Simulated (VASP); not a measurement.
# Mo2W3 (Fmmm) in VASP: further runs, part 2 of 2

VASP 6.6.1. The steps go on from the part before.

## 3. Relaxation of cell and atoms, PBE

This run uses another cell than the first one, of 16.38 Å³/atom.

INCAR

```
SYSTEM = Mo2W3
PREC = Accurate
ENCUT = 600
EDIFF = 1E-6
ISMEAR = 0
SIGMA = 0.2
LREAL = .False.
LASPH = .True.
NELM = 60
ALGO = Fast
ISIF = 3
LWAVE = .False.
LCHARG = .False.
GGA = PE
IBRION = 2
NSW = 36
EDIFFG = -0.08
```

KPOINTS

```
regular mesh
0
Gamma
  6 6 6
  0 0 0
```

POSCAR

```
Mo2W3
1.0
    0.0000000000      2.2625000000     11.3135000000
    1.6000000000      0.0000000000     11.3135000000
    1.6000000000      2.2625000000      0.0000000000
Mo W
2 3
Direct
    0.4000000000      0.4000000000      0.6000000000
    0.6000000000      0.6000000000      0.4000000000
    0.8000000000      0.8000000000      0.2000000000
    0.0000000000      0.0000000000      0.0000000000
    0.2000000000      0.2000000000      0.8000000000
```

Potentials or basis: VASP PAW PBE potentials, release 64 (Mo_sv, W_sv).

Launch:

```bash
$ cat potpaw_PBE.64/Mo_sv/POTCAR potpaw_PBE.64/W_sv/POTCAR > POTCAR
$ mpirun -np 1 vasp_std > vasp.out
```

OUTCAR:

```text
SYSTEM = Mo2W3
   PREC = Accurate
   ENCUT = 600
   EDIFF = 1E-6
   ISMEAR = 0
   LREAL = .False.
   LASPH = .True.
   NELM = 60
   ISIF = 3
   GGA = PE
   IBRION = 2
   NSW = 36
   EDIFFG = -0.08

 ion  position               nearest neighbor table
   1  0.400  0.400  0.600-   4 2.77   4 2.77   3 2.77   3 2.77   3 3.20   4 3.20   4 3.20   3 3.20

   2  0.600  0.600  0.400-   5 2.77   5 2.77   4 2.77   4 2.77   4 3.20   5 3.20   5 3.20   4 3.20

   3  0.800  0.800  0.200-   5 2.77   5 2.77   1 2.77   1 2.77   5 3.20   5 3.20   1 3.20   1 3.20

   4  0.000  0.000  0.000-   2 2.77   2 2.77   1 2.77   1 2.77   1 3.20   2 3.20   2 3.20   1 3.20

   5  0.200  0.200  0.800-   3 2.77   3 2.77   2 2.77   2 2.77   3 3.20   3 3.20   2 3.20   2 3.20

  LATTYP: Found a face centered orthorhombic cell.
 ALAT       =     3.2000000000
[... 386 lines left out ...]

 number of electron      70.0000001 magnetization

 Free energy of the ion-electron system (eV)
  ---------------------------------------------------
  ext. energy  EPLUGINS =         0.00000000
  ---------------------------------------------------
  free energy    TOTEN  =       -60.91929641 eV

  energy without entropy =      -60.87505380  energy(sigma->0) =      -60.89717511

 E-fermi :  11.7094     XC(G=0): -13.4617

 val. band max:       11.6863137082   @ k =   0.5000   0.1667   0.3333
 cond. band min:      11.7279598777   @ k =  -0.1667   0.0000   0.1667
 fundamental gap:      0.0416461695
 Fermi energy:        11.7093804115

 k-point     1 :       0.0000    0.0000    0.0000
  band No.  band energies     occupation
      1     -62.4593      2.00000
      2     -62.4317      2.00000
      3     -62.3984      2.00000
      4     -49.4917      2.00000
      5     -49.4909      2.00000
      6     -27.0343      2.00000
[... 1069 lines left out ...]
     41      12.1050      0.00515
     42      12.3405      0.00001

 [... further k-points ...]
[... 5 lines left out ...]
  --------------------------------------------------------------------------------------
  -------------------------------------------------------------------------------------
  Total        0.1668182      0.0835657     -0.0507027     -0.0000000      0.0000000      0.0000000
  in kB        3.3439252      1.6751011     -1.0163523     -0.0000000      0.0000000      0.0000000
  external PRESSURE =       1.3342246 kB  Pullay stress =       0.0000000 kB
[... 20 lines left out ...]
  FREE ENERGIE OF THE ION-ELECTRON SYSTEM (eV)
  ---------------------------------------------------
  free  energy   TOTEN  =       -60.9192964150 eV

  energy  without entropy=      -60.8750538021  energy(sigma->0) =      -60.89717511

 reached required accuracy - stopping structural energy minimisation
```

CONTCAR:

```text
Mo2W3
   1.00000000000000
     0.0000000000000000    2.2331872725981037   11.2988851965822583
     1.5838232646843091    0.0000000000000000   11.2988851965822583
     1.5838232646843091    2.2331872725981037    0.0000000000000000
  Mo              W
     2     3
Direct
     0.4000671686977237    0.4000671686977237    0.5999328313022764
     0.5999328313022764    0.5999328313022764    0.4000671686977237
     0.8000914980999126    0.8000914980999126    0.1999085019000872
     0.0000000000000000    0.0000000000000000    1.0000000000000000
     0.1999085019000872    0.1999085019000872    0.8000914980999126

  0.00000000E+00  0.00000000E+00  0.00000000E+00
  0.00000000E+00  0.00000000E+00  0.00000000E+00
  0.00000000E+00  0.00000000E+00  0.00000000E+00
  0.00000000E+00  0.00000000E+00  0.00000000E+00
  0.00000000E+00  0.00000000E+00  0.00000000E+00
```

Run time: 35 min. Hardware: 1 thread of AMD EPYC 9R45 (Zen 5), shared host; peak memory 0.56 GiB.

Results:

```yaml
Free_energy: -60.9193 eV
Relaxed_volume: 15.99 Å³/atom
Relaxed_cell: a = 11.517 Å, b = 11.409 Å, c = 2.738 Å, α = 85.39°, β = 80.90°, γ = 13.71°
Space_group_after_relaxing_to_0.1_Å: Fmmm (No. 69)
Energy_gained_by_relaxing: 9.0 meV/atom
Ionic_steps: 6
Pressure_after_relaxing: 0.1 GPa
Largest_force_after_relaxing: 0.021 eV/Å
Band_gap_on_the_k_mesh: zero (bands 35 and 36 overlap by 2.06 eV)
```

Forces in eV/Å, atoms in the order of the input:
```
Mo   0.000  0.000  0.021
Mo   0.000  0.000 -0.021
W    0.000  0.000  0.004
W    0.000  0.000  0.000
W    0.000  0.000 -0.004
```

Stress tensor (GPa, compression positive):
```
 0.33  0.00  0.00
 0.00  0.17  0.00
 0.00  0.00 -0.10
```

Step by step:
```tsv
step	energy change (eV)	largest force (eV/Å)	pressure (GPa)	volume (Å³)
1	0.0000	0.0316	-6.57	81.91
2	0.3846	0.1434	25.43	74.19
3	-0.0427	0.0442	-0.08	79.99
4	-0.0428	0.0447	0.10	79.94
5	-0.0428	0.0453	0.25	79.90
6	-0.0448	0.0213	0.13	79.93
```

Final structure:
```
CELL_PARAMETERS angstrom
0.00000 2.23319 11.29889
1.58382 0.00000 11.29889
1.58382 2.23319 0.00000
ATOMIC_POSITIONS crystal
Mo 0.40007 0.40007 0.59993
Mo 0.59993 0.59993 0.40007
W 0.80009 0.80009 0.19991
W 0.00000 0.00000 0.00000
W 0.19991 0.19991 0.80009
```

Caveat: the k points lie up to 0.41 Å⁻¹ apart in the final cell, too coarse for converged energies and pressures of a metal; spin-orbit coupling is left out, which moves the levels of the heavy elements.

The gap in the log of VASP goes by the Fermi energy; the results here count the filled bands.